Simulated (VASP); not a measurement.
Input of a VASP 6.6.1 run:

File INCAR:

```
SYSTEM = HfO2
PREC     = Accurate       ! precision mode
ENCUT    = 600            ! plane-wave cutoff, eV
EDIFF    = 1E-7           ! SCF threshold, eV
ISMEAR   = 0              ! smearing method
SIGMA    = 0.02           ! smearing width, eV
LREAL    = .FALSE.        ! projectors in reciprocal space
LASPH    = .TRUE.         ! aspherical terms in the spheres
NELM     = 120            ! most SCF steps
ALGO     = Normal         ! electronic algorithm
ISIF     = 3              ! what is computed and relaxed
LWAVE    = .FALSE.        ! write WAVECAR
LCHARG   = .FALSE.        ! write CHGCAR
GGA      = PS             ! functional
IBRION   = 2              ! ionic algorithm
NSW      = 100            ! ionic steps
EDIFFG   = -0.005         ! ionic threshold
GGA_COMPAT= .FALSE.      
NELMIN   = 4
```

Contents of KPOINTS:

```
Automatic mesh
0
G
  8 8 8
  0 0 0
```

File POSCAR:

```
HfO2
1.0
    0.0000000000      2.5235197305      2.5235197305
    2.5235197305      0.0000000000      2.5235197305
    2.5235197305      2.5235197305      0.0000000000
Hf O
1 2
Direct
    0.0000000000      0.0000000000      0.0000000000
    0.2500000000      0.2500000000      0.2500000000
    0.7500000000      0.7500000000      0.7500000000
```

Potentials or basis: VASP PAW PBE potentials, release 64 (Hf_pv, O).

Command:

```console
$ cat potpaw_PBE.64/Hf_pv/POTCAR potpaw_PBE.64/O/POTCAR > POTCAR
$ mpirun -np 1 vasp_std > vasp.out
```

**Question.** What does it give for the space group after relaxing (to 0.1 Å)?

**Answer.** Fm-3m (No. 225).

**Question.** Predict the band gap on the k mesh.

**Answer.** 3.75 eV.

**Question.** Estimate the relaxed cell.

**Answer.** a = 3.549 Å, b = 3.549 Å, c = 3.549 Å, α = 60.00°, β = 60.00°, γ = 60.00°.

The path:
| step | energy change (eV) | largest force (eV/Å) | pressure (GPa) | volume (Å³) |
| --- | --- | --- | --- | --- |
| 1 | 0.0000 | 0.0000 | -4.42 | 32.14 |
| 2 | 0.0113 | 0.0000 | 7.55 | 30.78 |
| 3 | -0.0076 | 0.0000 | -0.03 | 31.61 |

Caveat: the PAW data sets were made with another functional, which shifts forces and pressure a little; spin-orbit coupling is left out, which moves the levels of the heavy elements. A k mesh can miss the band edges.
